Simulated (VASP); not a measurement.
Here is a VASP 6.6.1 calculation.

File INCAR:

```
PREC = Accurate
ENCUT = 500
EDIFF = 1E-6
ISMEAR = 1
SIGMA = 0.01
LREAL = F
LASPH = T
NELM = 120
ALGO = Normal
ISIF = 2
LWAVE = F
LCHARG = F
GGA = PE
NBANDS = 32
GGA_COMPAT = F
```

The input KPOINTS:

```
regular mesh
0
Gamma
  6 6 6
```

POSCAR

```
Bi2Te3
1.0
    2.1930000000      1.2661291403     10.1656666667
   -2.1930000000      1.2661291403     10.1656666667
    0.0000000000     -2.5322582807     10.1656666667
Bi Te
2 3
Direct
    0.3999996667      0.3999996667      0.3999996667
    0.6000003333      0.6000003333      0.6000003333
    0.0000000000      0.0000000000      0.0000000000
    0.2095003333      0.2095003333      0.2095003333
    0.7904996667      0.7904996667      0.7904996667
```

Potentials or basis: VASP PAW PBE potentials, release 64 (Bi_d, Te).

The run is started by

```sh
$ cat potpaw_PBE.64/Bi_d/POTCAR potpaw_PBE.64/Te/POTCAR > POTCAR
$ mpirun -np 1 vasp_std > vasp.out
```

**Question.** Estimate the largest force.

**Answer.** 0.025 eV/Å.

**Question.** Predict the pressure.

**Answer.** 1.9 GPa.

Forces in eV/Å, atoms in the order of the input:
```
Bi   0.000  0.000  0.016
Bi   0.000  0.000 -0.016
Te   0.000  0.000  0.000
Te   0.000  0.000  0.025
Te   0.000  0.000 -0.025
```
